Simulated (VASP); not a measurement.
# Si16N (a cell with a defect) in VASP: single point with PBE

Aim: the single point of Si16N (a cell with a defect) with PBE.

Everything below comes from runs of VASP 6.6.1. Logs are shortened: lines on timing, memory, paths and dates and some standing lists are left out, and cuts for length are marked.

**1. The cell of the first run**

The cell holds a defect, 17 atoms: a = 7.679 Å, b = 7.679 Å, c = 7.679 Å, α = 60.00°, β = 60.00°, γ = 60.00°.

**2. Single point, PBE, collinear spin, ferromagnetic start**

INCAR

```
SYSTEM = Si16N
  PREC = Accurate
  ENCUT = 520
  EDIFF = 1E-6
  ISMEAR = 0
  SIGMA = 0.02
  LREAL = Auto
  LASPH = .True.
  NELM = 150
  ALGO = Normal
  ISIF = 2
  LWAVE = .False.
  LCHARG = .False.
  ISPIN = 2
  MAGMOM = 0 0 0 0 0 0 0 0 0 0 0 0 0 0 0 0 1
  LORBIT = 11
  GGA = PE
  NBANDS = 52
```

KPOINTS

```
Automatic mesh
0
Gamma
  2 2 2
  0 0 0
```

POSCAR

```
Si16N
1.0
    0.0000000000      5.4300000000      5.4300000000
    5.4300000000      0.0000000000      5.4300000000
    5.4300000000      5.4300000000      0.0000000000
Si N
16 1
Direct
    0.0190817790     -0.0037988234      0.0189964755
    0.1100612264      0.1698275295      0.1099527670
    0.0190682177     -0.0034363797      0.4655795776
    0.0713241025      0.1268309513      0.6509983873
   -0.0146410957      0.5440217219     -0.0147417893
    0.1307784301      0.6254524847      0.1306720514
   -0.0077928226      0.5013335006      0.5033055064
    0.1308007497      0.6258200453      0.6128916724
    0.4656842303     -0.0034233616      0.0189382964
    0.6510884669      0.1268343951      0.0712190552
    0.4905023978      0.0287877102      0.4904260579
    0.6510797544      0.1268875457      0.6509699137
    0.5034156532      0.5013318680     -0.0079116418
    0.6129894747      0.6258282742      0.1306921681
    0.5034754893      0.5013564768      0.5033707608
    0.6170108667      0.6494597475      0.6168978228
    0.7988083795      0.1041380139      0.7986736189
```

Potentials or basis: VASP PAW PBE potentials, release 64 (Si, N).

Run with:

```console
> cat potpaw_PBE.64/Si/POTCAR potpaw_PBE.64/N/POTCAR > POTCAR
> mpirun -np 1 vasp_std > vasp.out
```

OUTCAR:

```text
SYSTEM = Si16N
   PREC = Accurate
   ENCUT = 520
   EDIFF = 1E-6
   ISMEAR = 0
   LREAL = Auto
   LASPH = .True.
   NELM = 150
   ISIF = 2
   ISPIN = 2
   LORBIT = 11
   GGA = PE

 ion  position               nearest neighbor table
   1  0.019  0.996  0.019-   2 2.26   6 2.33  10 2.36   4 2.36
   2  0.110  0.170  0.110-   9 2.26   3 2.26   1 2.26   5 2.35
   3  0.019  0.997  0.466-   2 2.26   8 2.33   4 2.36  12 2.36
   4  0.071  0.127  0.651-  17 1.87   3 2.36   1 2.36   7 2.37  11 2.64
   5  0.985  0.544  0.985-   2 2.35   6 2.35   8 2.35  14 2.35
   6  0.131  0.625  0.131-   1 2.33   7 2.34  13 2.34   5 2.35
   7  0.992  0.501  0.503-   6 2.34   8 2.34  16 2.36   4 2.37
   8  0.131  0.626  0.613-   3 2.33   7 2.34  15 2.34   5 2.35
   9  0.466  0.997  0.019-   2 2.26  14 2.33  10 2.36  12 2.36
  10  0.651  0.127  0.071-  17 1.87   9 2.36   1 2.36  13 2.37  11 2.64
  11  0.491  0.029  0.490-  16 2.38   4 2.64  10 2.64  12 2.64
  12  0.651  0.127  0.651-  17 1.87   9 2.36   3 2.36  15 2.37  11 2.64
  13  0.503  0.501  0.992-   6 2.34  14 2.34  16 2.36  10 2.37
  14  0.613  0.626  0.131-   9 2.33  13 2.34  15 2.34   5 2.35
  15  0.503  0.501  0.503-   8 2.34  14 2.34  16 2.36  12 2.37
  16  0.617  0.649  0.617-  15 2.36  13 2.36   7 2.36  11 2.38
  17  0.799  0.104  0.799-   4 1.87  10 1.87  12 1.87

  LATTYP: Found a face centered cubic cell.
 ALAT       =    10.8600000000

  Lattice vectors:

 A1 = (   0.0000000000,   5.4300000000,   5.4300000000)
 A2 = (   5.4300000000,   0.0000000000,   5.4300000000)
 A3 = (   5.4300000000,   5.4300000000,   0.0000000000)

Analysis of symmetry for initial positions (statically):
=====================================================================
 Subroutine PRICEL returns:
 Original cell was already a primitive cell.

 Routine SETGRP: Setting up the symmetry group for a
 face centered cubic supercell.

 Subroutine GETGRP returns: Found  1 space group operations
 (whereof  1 operations were pure point group operations)
 out of a pool of 48 trial point group operations.

The static configuration has the point symmetry C_1 .

Analysis of symmetry for dynamics (positions and initial velocities):
=====================================================================
 Subroutine PRICEL returns:
 Original cell was already a primitive cell.

 Routine SETGRP: Setting up the symmetry group for a
 face centered cubic supercell.

 Subroutine GETGRP returns: Found  1 space group operations
 (whereof  1 operations were pure point group operations)
 out of a pool of 48 trial point group operations.

The dynamic configuration has the point symmetry C_1 .

Analysis of structural, dynamic, and magnetic symmetry:
=====================================================================
 Subroutine PRICEL returns:
 Original cell was already a primitive cell.

 Routine SETGRP: Setting up the symmetry group for a
 face centered cubic supercell.

 Subroutine GETGRP returns: Found  1 space group operations
 (whereof  1 operations were pure point group operations)
 out of a pool of 48 trial point group operations.

The overall configuration has the point symmetry C_1 .

 Subroutine INISYM returns: Found  1 space group operations
 (whereof  1 operations are pure point group operations),
 and found     1 'primitive' translations

----------------------------------------------------------------------------------------

                                     Primitive cell

  volume of cell :     320.2060

  direct lattice vectors                    reciprocal lattice vectors
     0.000000000  5.430000000  5.430000000    -0.092081031  0.092081031  0.092081031
     5.430000000  0.000000000  5.430000000     0.092081031 -0.092081031  0.092081031
     5.430000000  5.430000000  0.000000000     0.092081031  0.092081031 -0.092081031

  length of vectors
     7.679179644  7.679179644  7.679179644     0.159489025  0.159489025  0.159489025

  position of ions in fractional coordinates (direct lattice)
     0.019081779  0.996201177  0.018996476
     0.110061226  0.169827529  0.109952767
     0.019068218  0.996563620  0.465579578
     0.071324103  0.126830951  0.650998387
     0.985358904  0.544021722  0.985258211
     0.130778430  0.625452485  0.130672051
[... 9 lines left out ...]
     0.617010867  0.649459748  0.616897823
     0.798808380  0.104138014  0.798673619

  ion indices of the primitive-cell ions
   primitive index   ion index
                 1           1
                 2           2
                 3           3
                 4           4
                 5           5
                 6           6
[... 9 lines left out ...]
                16          16
                17          17

----------------------------------------------------------------------------------------

 KPOINTS: Automatic mesh

Automatic generation of k-mesh.
 Grid dimensions read from file:
 generate k-points for:    2    2    2

 Generating k-lattice:

  Cartesian coordinates                     Fractional coordinates (reciprocal lattice)
    -0.046040516  0.046040516  0.046040516     0.500000000  0.000000000  0.000000000
     0.046040516 -0.046040516  0.046040516     0.000000000  0.500000000  0.000000000
     0.046040516  0.046040516 -0.046040516     0.000000000  0.000000000  0.500000000

  Length of vectors
     0.079744512  0.079744512  0.079744512

  Shift w.r.t. Gamma in fractional coordinates (k-lattice)
     0.000000000  0.000000000  0.000000000

 Subroutine IBZKPT returns following result:
 ===========================================

 Found      8 irreducible k-points:

 Following reciprocal coordinates:
            Coordinates               Weight
  0.000000  0.000000  0.000000      1.000000
  0.500000  0.000000  0.000000      1.000000
  0.000000  0.500000  0.000000      1.000000
  0.000000  0.000000  0.500000      1.000000
  0.500000  0.500000  0.500000      1.000000
  0.500000  0.500000  0.000000      1.000000
  0.000000  0.500000  0.500000      1.000000
  0.500000  0.000000  0.500000      1.000000
   k-points           NKPTS =      8   k-points in BZ     NKDIM =      8   number of bands    NBANDS=     52
   number of dos      NEDOS =    301   number of ions     NIONS =     17
   total plane-waves  NPLWV = 216000
   dimension x,y,z NGX =    60 NGY =   60 NGZ =   60
   dimension x,y,z NGXF=   120 NGYF=  120 NGZF=  120
   ions per type =              16   1
   NGX,Y,Z   is equivalent  to a cutoff of  12.99, 12.99, 12.99 a.u.
   NGXF,Y,Z  is equivalent  to a cutoff of  25.98, 25.98, 25.98 a.u.
 SYSTEM =  Si16N
   PREC   = accura    normal or accurate (medium, high low for compatibility)
   ISTART =      0    job   : 0-new  1-cont  2-samecut
   ICHARG =      2    charge: 1-file 2-atom 10-const
   ISPIN  =      2    spin polarized calculation?
   LNONCOLLINEAR =      F non collinear calculations
   LSORBIT =      F    spin-orbit coupling
   LASPH  =      T    aspherical Exc in radial PAW
   ENCUT  =  520.0 eV  38.22 Ry    6.18 a.u.  14.28 14.28 14.28*2*pi/ulx,y,z
   NELM   =    150;   NELMIN=  2; NELMDL= -5     # of ELM steps
   EDIFF  = 0.1E-05   stopping-criterion for ELM
   LREAL  =      T    real-space projection
   EDIFFG = 0.1E-04   stopping-criterion for IOM
   NSW    =      0    number of steps for IOM
   IBRION =     -1    ionic relax: 0-MD 1-quasi-New 2-CG
   NFREE  =      0    steps in history (QN), initial steepest desc. (CG)
   ISIF   =      2    stress and relaxation
   ISYM   =      2    0-nonsym 1-usesym 2-fastsym
   POTIM  = 0.5000    time-step for ionic-motion
   TEBEG  =    0.0;   TEEND  =   0.0 temperature during run
   PSTRESS=    0.0 pullay stress
   NELECT =      69.0000    total number of electrons
   NUPDOWN=      -1.0000    fix difference up-down
   EMIN   =  10.00;   EMAX   =-10.00  energy-range for DOS
   EFERMI =   0.00;   METHOD = LEGACY
   ISMEAR =     0;   SIGMA  =   0.02  broadening in eV -4-tet -1-fermi 0-gaus
   EFERMI_NEDOS =   21; number of points for ismear=-14 and -15
   IALGO  =     38    algorithm
   IMIX   =      4    mixing-type and parameters
     AMIX     =   0.40;   BMIX     =  1.00
     AMIX_MAG =   1.60;   BMIX_MAG =  1.00
  volume/ion in A,a.u.               =      18.84       127.11
  Fermi-wavevector in a.u.,A,eV,Ry     =   0.981480  1.854728 13.106528  0.963303
  Thomas-Fermi vector in A             =   2.112490
   LORBIT       =     11    0 simple, 1 ext, 2 COOP (PROOUT), +10 PAW based schemes
   GGA     = PE    functional components
   LHFCALC =     F    Hartree Fock is set to
   AEXX    =    0.0000 exact exchange contribution
   IVDW    =     0    specifies the selected vdW correction
   LEPSILON=     F    determine dielectric tensor
   LRPA    =     F    only Hartree local field effects (RPA)
 spin polarized calculation
 Gauss-broadening in eV      SIGMA  =   0.02
  energy-cutoff  :      520.00
  volume of cell :      320.21
 maximum number of plane-waves:      8646
 NGX is ok and might be reduce to    60
   NGX = 29   NGY = 29   NGZ = 29

 number of electron      69.0000000 magnetization       0.2497494

 Free energy of the ion-electron system (eV)
  ---------------------------------------------------
  ext. energy  EPLUGINS =         0.00000000
  ---------------------------------------------------
  free energy    TOTEN  =       -91.12258431 eV

  energy without entropy =      -91.12065097  energy(sigma->0) =      -91.12161764

 E-fermi :   5.8025     XC(G=0):  -9.5663

 val. band max:        5.7547763342   @ k =   0.5000   0.5000   0.5000
 cond. band min:       5.8080550622   @ k =   0.5000   0.0000   0.0000
 fundamental gap:      0.0532787280
 Fermi energy:         5.8024694997

 spin component 1

 k-point     1 :       0.0000    0.0000    0.0000
  band No.  band energies     occupation
      1      -9.9445      1.00000
      2      -5.5923      1.00000
      3      -4.0998      1.00000
      4      -4.0996      1.00000
      5      -3.7956      1.00000
      6      -3.0601      1.00000
[... 38 lines left out ...]
     45       7.8127      0.00000
     46       8.5968      0.00000
[... 301 lines left out ...]
      5      -4.1756      1.00000
      6      -3.7378      1.00000
[... 38 lines left out ...]
     45      10.0784      0.00000
     46      10.3204      0.00000
 Fermi energy:         5.8024694997

 spin component 2

 k-point     1 :       0.0000    0.0000    0.0000
  band No.  band energies     occupation
      1      -9.9101      1.00000
      2      -5.5788      1.00000
      3      -4.0828      1.00000
      4      -4.0826      1.00000
      5      -3.7835      1.00000
      6      -3.0465      1.00000
[... 38 lines left out ...]
     45       7.8225      0.00000
     46       8.6124      0.00000
[... 301 lines left out ...]
      5      -4.1606      1.00000
      6      -3.7230      1.00000
[... 38 lines left out ...]
     45      10.0880      0.00000
     46      10.3327      0.00000
 [bands above 46 left out]

------------------------ aborting loop because EDIFF is reached ----------------------------------------

  FORCE on cell =-STRESS in cart. coord.  units (eV):
  Direction    XX          YY          ZZ          XY          YZ          ZX
  --------------------------------------------------------------------------------------
  -------------------------------------------------------------------------------------
  Total        6.7094674      6.6877863      6.7130623      0.2924902      0.2912722     -0.2799583
  in kB       33.5713765     33.4628928     33.5893637      1.4634989      1.4574045     -1.4007945
  external PRESSURE =      33.5412110 kB  Pullay stress =       0.0000000 kB

 VOLUME and BASIS-vectors are now :
 -----------------------------------------------------------------------------
  energy-cutoff  :      520.00
  volume of cell :      320.21
      direct lattice vectors                 reciprocal lattice vectors
     0.000000000  5.430000000  5.430000000    -0.092081031  0.092081031  0.092081031
     5.430000000  0.000000000  5.430000000     0.092081031 -0.092081031  0.092081031
     5.430000000  5.430000000  0.000000000     0.092081031  0.092081031 -0.092081031

 POSITION                                       TOTAL-FORCE (eV/Angst)
 -----------------------------------------------------------------------------------
      5.51252      0.20676      5.51299         0.007650      0.007655      0.007850
      1.51921      1.19468      1.51980        -0.007963      0.009586     -0.008083
      7.93944      2.63164      5.51488        -0.006648     -0.005514      0.004693
      4.22361      3.92221      1.07598        -0.005224      0.003240      0.013164
      8.30399     10.70045      8.30454        -0.001397     -0.001704     -0.001496
      4.10576      1.41968      4.10633         0.002316     -0.003245      0.002940
[... 9 lines left out ...]
      6.87632      6.70012      6.87694         0.004559     -0.005805      0.004500
      4.90227      8.67433      4.90300        -0.000404     -0.009232     -0.002418
 -----------------------------------------------------------------------------------
    total drift:                                0.001245     -0.003406     -0.001805

  FREE ENERGIE OF THE ION-ELECTRON SYSTEM (eV)
  ---------------------------------------------------
  free  energy   TOTEN  =       -91.1225843056 eV

  energy  without entropy=      -91.1206509674  energy(sigma->0) =      -91.12161764

 total charge

# of ion       s       p       d       tot
------------------------------------------
    1        0.777   0.921   0.000   1.698
    2        0.752   1.013   0.000   1.764
    3        0.777   0.921   0.000   1.698
    4        0.735   0.911   0.000   1.646
    5        0.744   0.948   0.000   1.692
    6        0.741   0.957   0.000   1.699
[... 9 lines left out ...]
   16        0.748   0.942   0.000   1.690
   17        1.293   2.438   0.000   3.731
--------------------------------------------------
tot         13.387  17.283   0.000  30.670

 magnetization (x)

# of ion       s       p       d       tot
------------------------------------------
    1        0.000   0.005   0.000   0.005
    2        0.001   0.002   0.000   0.003
    3        0.000   0.004   0.000   0.005
    4        0.000   0.006   0.000   0.006
    5       -0.000  -0.000   0.000  -0.001
    6        0.000   0.004   0.000   0.004
[... 9 lines left out ...]
   16        0.000   0.006   0.000   0.006
   17        0.002   0.023   0.000   0.025
--------------------------------------------------
tot          0.008   0.110   0.000   0.118
```

Run time: 7.8 min. Hardware: 1 thread of AMD EPYC 7R13 (Zen 3), shared host; peak memory 0.68 GiB.

What came out:

```
Free energy                                           : -91.1226 eV
Pressure                                              : 3.4 GPa
Largest force                                         : 0.015 eV/Å
Net moment                                            : 0.25 μB per cell
Site moments                                          : Si +0.01, +0.00, -0.00 (each value once); N +0.03 μB
Valence electrons inside the program's atomic spheres : Si 1.70, 1.76, 1.65, 1.69, 1.58 (each value once); N 3.73
```

Forces in eV/Å, atoms in the order of the input:
```
Si   0.008  0.008  0.008
Si  -0.008  0.010 -0.008
Si  -0.007 -0.006  0.005
Si  -0.005  0.003  0.013
Si  -0.001 -0.002 -0.001
Si   0.002 -0.003  0.003
Si   0.000  0.003 -0.003
Si   0.003  0.001  0.000
Si   0.005 -0.005 -0.007
Si   0.012  0.003 -0.005
Si  -0.005  0.007 -0.005
Si  -0.003 -0.006 -0.003
Si  -0.002  0.003  0.000
Si   0.000  0.001  0.002
Si  -0.001 -0.003 -0.001
Si   0.005 -0.006  0.004
N    0.000 -0.009 -0.002
```

Levels at points of the mesh, in eV from the Fermi level:
Spin up:
| k point | band 33 | band 34 | band 35 | band 36 | band 37 | band 38 |
| --- | --- | --- | --- | --- | --- | --- |
| (0.00, 0.00, 0.00) | -0.10 | 0.41 | 0.68 | 0.68 | 1.11 | 1.11 |
| (0.50, 0.00, 0.00) | -0.50 | -0.44 | -0.05 | 1.57 | 1.62 | 1.66 |
| (0.00, 0.50, 0.00) | -0.51 | -0.51 | 0.80 | 0.80 | 1.62 | 1.64 |
| (0.00, 0.00, 0.50) | -0.50 | -0.44 | -0.05 | 1.57 | 1.62 | 1.66 |
| (0.50, 0.50, 0.50) | -0.50 | -0.44 | -0.05 | 1.57 | 1.62 | 1.66 |
| (0.50, 0.50, 0.00) | -0.98 | -0.63 | -0.26 | 1.34 | 1.51 | 1.68 |
| (0.00, 0.50, 0.50) | -0.98 | -0.63 | -0.26 | 1.34 | 1.51 | 1.68 |
| (0.50, 0.00, 0.50) | -0.98 | -0.63 | -0.26 | 1.34 | 1.51 | 1.68 |
Spin down:
```
           k point  band 30  band 31  band 32  band 33  band 34  band 35  band 36  band 37  band 38  band 39
(0.00, 0.00, 0.00)    -0.90    -0.78    -0.10    -0.09     0.47     0.69     0.69     1.12     1.12     1.15
(0.50, 0.00, 0.00)    -1.22    -1.21    -0.61    -0.48    -0.43     0.01     1.58     1.63     1.67     1.91
(0.00, 0.50, 0.00)    -0.86    -0.77    -0.77    -0.50    -0.50     0.81     0.81     1.64     1.65     1.65
(0.00, 0.00, 0.50)    -1.22    -1.21    -0.61    -0.48    -0.43     0.01     1.58     1.63     1.67     1.91
(0.50, 0.50, 0.50)    -1.22    -1.21    -0.61    -0.48    -0.43     0.01     1.58     1.63     1.67     1.91
(0.50, 0.50, 0.00)    -1.53    -1.23    -1.07    -0.96    -0.59    -0.23     1.35     1.52     1.69     2.59
(0.00, 0.50, 0.50)    -1.53    -1.23    -1.07    -0.96    -0.59    -0.23     1.35     1.52     1.69     2.59
(0.50, 0.00, 0.50)    -1.53    -1.23    -1.07    -0.96    -0.59    -0.23     1.35     1.52     1.69     2.59
```

Caveat: the k points lie up to 0.50 Å⁻¹ apart.
